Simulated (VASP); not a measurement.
# PbS (Pm-3m) in VASP: notebook

Runs on PbS. Level: HSE06. Tasks: single point.

Everything below comes from runs of VASP 6.6.1. Logs are shortened: lines on timing, memory, paths and dates and some standing lists are left out, and cuts for length are marked.

**1. The cell of the first run**

Symmetry: Pm-3m, No. 221, cubic system. Conventional cell: a = 3.725 Å, b = 3.725 Å, c = 3.725 Å, α = 90.00°, β = 90.00°, γ = 90.00°. Pb (site symmetry m-3m) has 8 S at 3.23 Å and 6 Pb at 3.73 Å within 4.2 Å. Within 4.2 Å of S (site symmetry m-3m) lie 8 Pb at 3.23 Å and 6 S at 3.73 Å.

**2. Single point, HSE06**

The input, POSCAR:

```
PbS
1.0
    3.7253175652      0.0000000000      0.0000000000
    0.0000000000      3.7253175652      0.0000000000
    0.0000000000      0.0000000000      3.7253175652
Pb S
1 1
Direct
    0.0000000000      0.0000000000      0.0000000000
    0.5000000000      0.5000000000      0.5000000000
```

The input, INCAR.step1:

```
SYSTEM = PbS
ALGO = Normal
EDIFF = 1E-5
ENCUT = 520
GGA = PE
ISIF = 2
ISMEAR = -1
LASPH = .TRUE.
LCHARG = .FALSE.
LREAL = .FALSE.
LWAVE = .TRUE.
NBANDS = 17
NELM = 60
PREC = Accurate
SIGMA = 0.05
```

The input, INCAR.step2:

```
SYSTEM = PbS
ALGO = Normal
EDIFF = 1E-6
ENCUT = 520
GGA = PE
HFSCREEN = 0.2079
ISIF = 2
ISMEAR = -1
ISTART = 1
LASPH = .TRUE.
LCHARG = .FALSE.
LHFCALC = .TRUE.
LREAL = .FALSE.
LWAVE = .FALSE.
NBANDS = 17
NELM = 60
PREC = Accurate
PRECFOCK = Normal
SIGMA = 0.05
```

The input, KPOINTS:

```
k-points
0
G
  4 4 4
  0 0 0
```

Potentials or basis: VASP PAW PBE potentials, release 64 (Pb_d, S).

Launch:

```bash
$ cat potpaw_PBE.64/Pb_d/POTCAR potpaw_PBE.64/S/POTCAR > POTCAR
$ cp INCAR.step1 INCAR
$ mpirun -np 1 vasp_std > vasp.out
$ cp INCAR.step2 INCAR
$ mpirun -np 1 vasp_std > vasp.out
```

OUTCAR:

```text
SYSTEM = PbS
   EDIFF = 1E-6
   ENCUT = 520
   GGA = PE
   HFSCREEN = 0.2079
   ISIF = 2
   ISMEAR = -1
   ISTART = 1
   LASPH = .TRUE.
   LHFCALC = .TRUE.
   LREAL = .FALSE.
   NELM = 60
   PREC = Accurate
   PRECFOCK = Normal

 ion  position               nearest neighbor table
   1  0.000  0.000  0.000-   2 3.23   2 3.23   2 3.23   2 3.23   2 3.23   2 3.23   2 3.23   2 3.23

   2  0.500  0.500  0.500-   1 3.23   1 3.23   1 3.23   1 3.23   1 3.23   1 3.23   1 3.23   1 3.23

  LATTYP: Found a simple cubic cell.
 ALAT       =     3.7253175652

  Lattice vectors:

 A1 = (   3.7253175652,   0.0000000000,   0.0000000000)
 A2 = (   0.0000000000,   3.7253175652,   0.0000000000)
 A3 = (   0.0000000000,   0.0000000000,   3.7253175652)

Analysis of symmetry for initial positions (statically):
=====================================================================
 Subroutine PRICEL returns:
 Original cell was already a primitive cell.

 Routine SETGRP: Setting up the symmetry group for a
 simple cubic supercell.

 Subroutine GETGRP returns: Found 48 space group operations
 (whereof 48 operations were pure point group operations)
 out of a pool of 48 trial point group operations.

The static configuration has the point symmetry O_h .

Analysis of symmetry for dynamics (positions and initial velocities):
=====================================================================
 Subroutine PRICEL returns:
 Original cell was already a primitive cell.

 Routine SETGRP: Setting up the symmetry group for a
 simple cubic supercell.

 Subroutine GETGRP returns: Found 48 space group operations
 (whereof 48 operations were pure point group operations)
 out of a pool of 48 trial point group operations.

The dynamic configuration has the point symmetry O_h .

 Subroutine INISYM returns: Found 48 space group operations
 (whereof 48 operations are pure point group operations),
 and found     1 'primitive' translations

----------------------------------------------------------------------------------------

                                     Primitive cell

  volume of cell :      51.6999

  direct lattice vectors                    reciprocal lattice vectors
     3.725317565  0.000000000  0.000000000     0.268433491  0.000000000  0.000000000
     0.000000000  3.725317565  0.000000000     0.000000000  0.268433491  0.000000000
     0.000000000  0.000000000  3.725317565     0.000000000  0.000000000  0.268433491

  length of vectors
     3.725317565  3.725317565  3.725317565     0.268433491  0.268433491  0.268433491

  position of ions in fractional coordinates (direct lattice)
     0.000000000  0.000000000  0.000000000
     0.500000000  0.500000000  0.500000000

  ion indices of the primitive-cell ions
   primitive index   ion index
                 1           1
                 2           2

----------------------------------------------------------------------------------------

 KPOINTS: k-points

Automatic generation of k-mesh.
 Grid dimensions read from file:
 generate k-points for:    4    4    4

 Generating k-lattice:

  Cartesian coordinates                     Fractional coordinates (reciprocal lattice)
     0.067108373  0.000000000  0.000000000     0.250000000  0.000000000  0.000000000
     0.000000000  0.067108373  0.000000000     0.000000000  0.250000000  0.000000000
     0.000000000  0.000000000  0.067108373     0.000000000  0.000000000  0.250000000

  Length of vectors
     0.067108373  0.067108373  0.067108373

  Shift w.r.t. Gamma in fractional coordinates (k-lattice)
     0.000000000  0.000000000  0.000000000

 Subroutine IBZKPT returns following result:
 ===========================================

 Found     10 irreducible k-points:

 Following reciprocal coordinates:
            Coordinates               Weight
  0.000000  0.000000  0.000000      1.000000
  0.250000  0.000000  0.000000      6.000000
  0.500000  0.000000  0.000000      3.000000
  0.250000  0.250000  0.000000     12.000000
  0.500000  0.250000  0.000000     12.000000
  0.500000  0.500000  0.000000      3.000000
  0.250000  0.250000  0.250000      8.000000
  0.500000  0.250000  0.250000     12.000000
  0.500000  0.500000  0.250000      6.000000
  0.500000  0.500000  0.500000      1.000000
   k-points           NKPTS =     10   k-points in BZ     NKDIM =     64   number of bands    NBANDS=     17
   number of dos      NEDOS =    301   number of ions     NIONS =      2
   total plane-waves  NPLWV =  21952
   dimension x,y,z NGX =    28 NGY =   28 NGZ =   28
   dimension x,y,z NGXF=    56 NGYF=   56 NGZF=   56
   ions per type =               1   1
   NGX,Y,Z   is equivalent  to a cutoff of  12.50, 12.50, 12.50 a.u.
   NGXF,Y,Z  is equivalent  to a cutoff of  24.99, 24.99, 24.99 a.u.
 SYSTEM =  PbS
   PREC   = accura    normal or accurate (medium, high low for compatibility)
   ISTART =      1    job   : 0-new  1-cont  2-samecut
   ICHARG =      0    charge: 1-file 2-atom 10-const
   ISPIN  =      1    spin polarized calculation?
   LNONCOLLINEAR =      F non collinear calculations
   LSORBIT =      F    spin-orbit coupling
   LASPH  =      T    aspherical Exc in radial PAW
   ENCUT  =  520.0 eV  38.22 Ry    6.18 a.u.   6.93  6.93  6.93*2*pi/ulx,y,z
   NELM   =     60;   NELMIN=  2; NELMDL=  0     # of ELM steps
   EDIFF  = 0.1E-05   stopping-criterion for ELM
   LREAL  =      F    real-space projection
   EDIFFG = 0.1E-04   stopping-criterion for IOM
   NSW    =      0    number of steps for IOM
   IBRION =     -1    ionic relax: 0-MD 1-quasi-New 2-CG
   NFREE  =      0    steps in history (QN), initial steepest desc. (CG)
   ISIF   =      2    stress and relaxation
   ISYM   =      3    0-nonsym 1-usesym 2-fastsym
   POTIM  = 0.5000    time-step for ionic-motion
   TEBEG  =    0.0;   TEEND  =   0.0 temperature during run
   PSTRESS=    0.0 pullay stress
   NELECT =      20.0000    total number of electrons
   NUPDOWN=      -1.0000    fix difference up-down
   EMIN   =  10.00;   EMAX   =-10.00  energy-range for DOS
   EFERMI =   0.00;   METHOD = LEGACY
   ISMEAR =    -1;   SIGMA  =   0.05  broadening in eV -4-tet -1-fermi 0-gaus
   EFERMI_NEDOS =   21; number of points for ismear=-14 and -15
   IALGO  =     38    algorithm
   IMIX   =      1    mixing-type and parameters
     AMIX     =   0.40;   BMIX     =  1.00
     AMIX_MAG =   1.60;   BMIX_MAG =  1.00
  volume/ion in A,a.u.               =      25.85       174.44
  Fermi-wavevector in a.u.,A,eV,Ry     =   1.192856  2.254172 19.359820  1.422907
  Thomas-Fermi vector in A             =   2.328885
   LORBIT       =      0    0 simple, 1 ext, 2 COOP (PROOUT), +10 PAW based schemes
   GGA     = PE    functional components
   LHFCALC =     T    Hartree Fock is set to
   PRECFOCK=normal    Normal, Fast or Accurate (Low or Medium for compatibility)
   ENCUT4O =  -1.0   cutoff for four orbital integrals eV
   NKREDX  =     1    reduce k-point grid by
   NKREDY  =     1    reduce k-point grid by
   NKREDZ  =     1    reduce k-point grid by
   AEXX    =    0.2500 exact exchange contribution
   HFSCREEN=    0.2079 screening length (either q_TF or 0.3 A-1)
   HFSCREENC=   0.2079 screening length for correlation (either q_TF or 0.3 A-1)
   ENCUTFOCK=  -1.0 apply spherical cutoff to Coloumb kernel
   IVDW    =     0    specifies the selected vdW correction
   LEPSILON=     F    determine dielectric tensor
   LRPA    =     F    only Hartree local field effects (RPA)
 non-spin polarized calculation
  energy-cutoff  :      520.00
  volume of cell :       51.70
 maximum number of plane-waves:      1406
 NGX is ok and might be reduce to    28
  NGX = 24; NGY = 24; NGZ = 24

 number of electron      20.0000008 magnetization

 Free energy of the ion-electron system (eV)
  ---------------------------------------------------
  ext. energy  EPLUGINS =         0.00000000
  ---------------------------------------------------
  free energy    TOTEN  =        -9.71817102 eV

  energy without entropy =       -9.71530304  energy(sigma->0) =       -9.71673703

 E-fermi :   5.0622     XC(G=0):  -8.1995

 val. band max:        4.9275643914   @ k =   0.5000   0.0000   0.0000
 cond. band min:       5.1851937738   @ k =   0.5000   0.5000   0.5000
 fundamental gap:      0.2576293823
 Fermi energy:         5.0621886939

 k-point     1 :       0.0000    0.0000    0.0000
  band No.  band energies     occupation
      1     -13.6305      2.00000
      2     -13.6305      2.00000
      3     -13.4570      2.00000
      4     -13.4570      2.00000
      5     -13.4570      2.00000
      6      -8.9965      2.00000
[... 9 lines left out ...]
     16      18.0393      0.00000
     17      18.9119      0.00000

 k-point     2 :       0.2500    0.0000    0.0000
  band No.  band energies     occupation
      1     -13.6265      2.00000
      2     -13.5653      2.00000
      3     -13.4814      2.00000
      4     -13.4814      2.00000
      5     -13.4547      2.00000
      6      -8.4981      2.00000
[... 9 lines left out ...]
     16      17.1260      0.00000
     17      18.7455      0.00000

 k-point     3 :       0.5000    0.0000    0.0000
  band No.  band energies     occupation
      1     -13.6225      2.00000
      2     -13.5055      2.00000
      3     -13.5055      2.00000
      4     -13.5006      2.00000
      5     -13.4524      2.00000
      6      -7.7543      2.00000
[... 9 lines left out ...]
     16      19.0180      0.00000
     17      19.4908      0.00000

 k-point     4 :       0.2500    0.2500    0.0000
  band No.  band energies     occupation
      1     -13.5934      2.00000
      2     -13.5271      2.00000
      3     -13.5175      2.00000
      4     -13.4791      2.00000
      5     -13.4760      2.00000
      6      -8.0442      2.00000
[... 9 lines left out ...]
     16      16.1133      0.00000
     17      16.4703      0.00000

 k-point     5 :       0.5000    0.2500    0.0000
  band No.  band energies     occupation
      1     -13.5819      2.00000
      2     -13.5527      2.00000
      3     -13.5003      2.00000
      4     -13.4738      2.00000
      5     -13.4674      2.00000
      6      -7.4263      2.00000
[... 9 lines left out ...]
     16      16.6224      0.00000
     17      17.7399      0.00000

 k-point     6 :       0.5000    0.5000    0.0000
  band No.  band energies     occupation
      1     -13.5982      2.00000
      2     -13.5589      2.00000
      3     -13.4951      2.00000
      4     -13.4951      2.00000
      5     -13.4166      2.00000
      6      -7.0471      2.00000
[... 9 lines left out ...]
     16      15.4455      0.00000
     17      15.4455      0.00000

 k-point     7 :       0.2500    0.2500    0.2500
  band No.  band energies     occupation
      1     -13.5247      2.00000
      2     -13.5247      2.00000
      3     -13.5186      2.00000
      4     -13.5040      2.00000
      5     -13.5040      2.00000
      6      -7.6643      2.00000
[... 9 lines left out ...]
     16      16.3755      0.00000
     17      19.1482      0.00000

 k-point     8 :       0.5000    0.2500    0.2500
  band No.  band energies     occupation
      1     -13.5479      2.00000
      2     -13.5330      2.00000
      3     -13.5208      2.00000
      4     -13.5014      2.00000
      5     -13.4544      2.00000
      6      -7.1902      2.00000
[... 9 lines left out ...]
     16      16.3381      0.00000
     17      19.7318      0.00000

 k-point     9 :       0.5000    0.5000    0.2500
  band No.  band energies     occupation
      1     -13.5796      2.00000
      2     -13.5283      2.00000
      3     -13.5283      2.00000
      4     -13.4863      2.00000
      5     -13.4150      2.00000
      6      -6.9269      2.00000
[... 9 lines left out ...]
     16      17.7544      0.00000
     17      20.3360      0.00000

 k-point    10 :       0.5000    0.5000    0.5000
  band No.  band energies     occupation
      1     -13.5610      2.00000
      2     -13.5610      2.00000
      3     -13.5610      2.00000
      4     -13.4133      2.00000
      5     -13.4133      2.00000
      6      -6.7959      2.00000
[... 9 lines left out ...]
     16      19.5249      0.00000
     17      22.7897      0.00000

------------------------ aborting loop because EDIFF is reached ----------------------------------------

  FORCE on cell =-STRESS in cart. coord.  units (eV):
  Direction    XX          YY          ZZ          XY          YZ          ZX
  --------------------------------------------------------------------------------------
  -------------------------------------------------------------------------------------
  Total       -1.2848388     -1.2848388     -1.2848388      0.0000000      0.0000000     -0.0000000
  in kB      -39.8170718    -39.8170718    -39.8170718      0.0000000      0.0000000     -0.0000000
  external PRESSURE =     -39.8170718 kB  Pullay stress =       0.0000000 kB

 VOLUME and BASIS-vectors are now :
 -----------------------------------------------------------------------------
  energy-cutoff  :      520.00
  volume of cell :       51.70
      direct lattice vectors                 reciprocal lattice vectors
     3.725317565  0.000000000  0.000000000     0.268433491  0.000000000  0.000000000
     0.000000000  3.725317565  0.000000000     0.000000000  0.268433491  0.000000000
     0.000000000  0.000000000  3.725317565     0.000000000  0.000000000  0.268433491

 POSITION                                       TOTAL-FORCE (eV/Angst)
 -----------------------------------------------------------------------------------
      0.00000      0.00000      0.00000         0.000000      0.000000      0.000000
      1.86266      1.86266      1.86266         0.000000      0.000000      0.000000
 -----------------------------------------------------------------------------------
    total drift:                                0.000002      0.000002      0.000002

  FREE ENERGIE OF THE ION-ELECTRON SYSTEM (eV)
  ---------------------------------------------------
  free  energy   TOTEN  =        -9.7181710185 eV

  energy  without entropy=       -9.7153030379  energy(sigma->0) =       -9.71673703
```

Run time: 6.2 min. Hardware: 1 thread of Intel Xeon 6975P-C (Granite Rapids), shared host; peak memory 0.27 GiB.

What came out:

```
Free energy            : -9.7182 eV
Pressure               : -4.0 GPa
Band gap on the k mesh : 0.26 eV (least direct gap 0.94 eV)
```

Levels at points of the mesh, in eV from the valence-band top:
| k point | band 7 | band 8 | band 9 | band 10 | band 11 | band 12 | band 13 | band 14 |
| --- | --- | --- | --- | --- | --- | --- | --- | --- |
| (0.00, 0.00, 0.00) | -7.14 | -1.46 | -1.46 | -1.46 | 6.43 | 6.43 | 7.25 | 7.25 |
| (0.50, 0.00, 0.00) | -9.38 | -0.33 | -0.33 | 0.00 | 0.94 | 4.69 | 4.69 | 7.87 |
| (0.50, 0.50, 0.00) | -7.58 | -4.37 | -4.37 | -0.09 | 4.99 | 4.99 | 6.61 | 8.11 |
| (0.50, 0.50, 0.50) | -6.33 | -2.29 | -2.29 | -2.29 | 0.26 | 0.26 | 0.26 | 14.60 |

Caveat: the k points lie up to 0.42 Å⁻¹ apart; the PAW data sets were made with another functional, which shifts forces and pressure a little; spin-orbit coupling is left out, which moves the levels of the heavy elements. A k mesh can miss the band edges.

**3. Single point, HSE06**

This run uses another cell than the first one, of 22.92 Å³/atom.

The input, POSCAR:

```
PbS
1.0
    3.5790736024      0.0000000000      0.0000000000
    0.0000000000      3.5790736024      0.0000000000
    0.0000000000      0.0000000000      3.5790736024
Pb S
1 1
Direct
    0.0000000000      0.0000000000      0.0000000000
    0.5000000000      0.5000000000      0.5000000000
```

The input, INCAR.step1:

```
PREC = Accurate
ENCUT = 520
EDIFF = 1E-5
ISMEAR = -1
SIGMA = 0.05
LREAL = False
LASPH = True
NELM = 80
ALGO = Normal
ISIF = 2
LWAVE = True
NBANDS = 17
GGA = PE
```

The input, INCAR.step2:

```
PREC = Accurate
ENCUT = 520
EDIFF = 1E-6
ISMEAR = -1
SIGMA = 0.05
LREAL = False
LASPH = True
NELM = 80
ALGO = Normal
ISIF = 2
LWAVE = False
LCHARG = True
GGA = PE
LHFCALC = True
HFSCREEN = 0.2079
PRECFOCK = Normal
LELF = True
LVHAR = True
NBANDS = 17
ISTART = 1
```

The input, KPOINTS:

```
regular mesh
0
Gamma
  4 4 4
```

Potentials or basis: VASP PAW PBE potentials, release 64 (Pb_d, S).

Launch:

```bash
$ cat potpaw_PBE.64/Pb_d/POTCAR potpaw_PBE.64/S/POTCAR > POTCAR
$ cp INCAR.step1 INCAR
$ mpirun -np 1 vasp_std > vasp.out
$ cp INCAR.step2 INCAR
$ mpirun -np 1 vasp_std > vasp.out
```

It took 9.7 min on 1 thread of Intel Xeon 8259CL, shared host; peak memory 0.27 GiB.

Results (log left out):

```yaml
Free_energy: -9.7815 eV
Pressure: 1.3 GPa
Band_gap_on_the_k_mesh: zero (bands 10 and 11 overlap by 0.52 eV)
```

Levels at points of the mesh, in eV from the Fermi level:
| k point | band 7 | band 8 | band 9 | band 10 | band 11 | band 12 | band 13 | band 14 |
| --- | --- | --- | --- | --- | --- | --- | --- | --- |
| (0.00, 0.00, 0.00) | -6.90 | -2.01 | -2.01 | -2.01 | 6.14 | 6.14 | 8.06 | 8.06 |
| (0.50, 0.00, 0.00) | -10.07 | -0.68 | -0.68 | 0.23 | 0.94 | 4.79 | 4.79 | 7.41 |
| (0.50, 0.50, 0.00) | -7.70 | -5.33 | -5.33 | -0.44 | 5.32 | 5.32 | 7.28 | 8.18 |
| (0.50, 0.50, 0.50) | -6.02 | -2.94 | -2.94 | -2.94 | -0.29 | -0.29 | -0.29 | 15.69 |

Caveat: the k points lie up to 0.44 Å⁻¹ apart, too coarse for converged energies and pressures of a metal; the PAW data sets were made with another functional, which shifts forces and pressure a little; spin-orbit coupling is left out, which moves the levels of the heavy elements.

[end of part 1 of 3]
